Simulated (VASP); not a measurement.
The system is CsRe2.

```xyz
3
Lattice="0.0000 3.3112 3.3112 3.3112 0.0000 3.3112 3.3112 3.3112 0.0000" Properties=species:S:1:pos:R:3 pbc="T T T"
Cs    0.0000    0.0000    0.0000
Re    1.6556    1.6556    1.6556
Re    4.9668    4.9668    4.9668
```

* Program: VASP 6.6.1
* Task: relaxation of cell and atoms
* Functional: PBE
* Potentials or basis: VASP PAW PBE potentials, release 64 (Cs_sv, Re_sv_GW)
* Cutoff: 560 eV
* k mesh: 4 × 4 × 4
* Occupations: gaussian, width 0.1 eV
* Spin: no spin polarisation

At the start: pressure -10.8 GPa; volume 24.20 Å³/atom.

Q: Where does the relaxation end?

A: Over 3 steps the energy falls by 121.5 meV/atom and the volume is 21.11 Å³/atom (-12.8 %); space group Fm-3m (No. 225, to 0.1 Å) before and after.

Step by step:
```csv
step,energy change (eV),largest force (eV/Å),pressure (GPa),volume (Å³)
1,0.0000,0.0000,-10.82,72.61
2,-0.0791,0.0000,16.29,56.76
3,-0.3645,0.0000,-0.27,63.33
```

Final structure:
```
CELL_PARAMETERS angstrom
0.00000 3.16361 3.16361
3.16361 0.00000 3.16361
3.16361 3.16361 0.00000
ATOMIC_POSITIONS crystal
Cs 0.00000 0.00000 0.00000
Re 0.25000 0.25000 0.25000
Re 0.75000 0.75000 0.75000
```

Caveat: the k points lie up to 0.43 Å⁻¹ apart in the final cell, too coarse for converged energies and pressures of a metal.
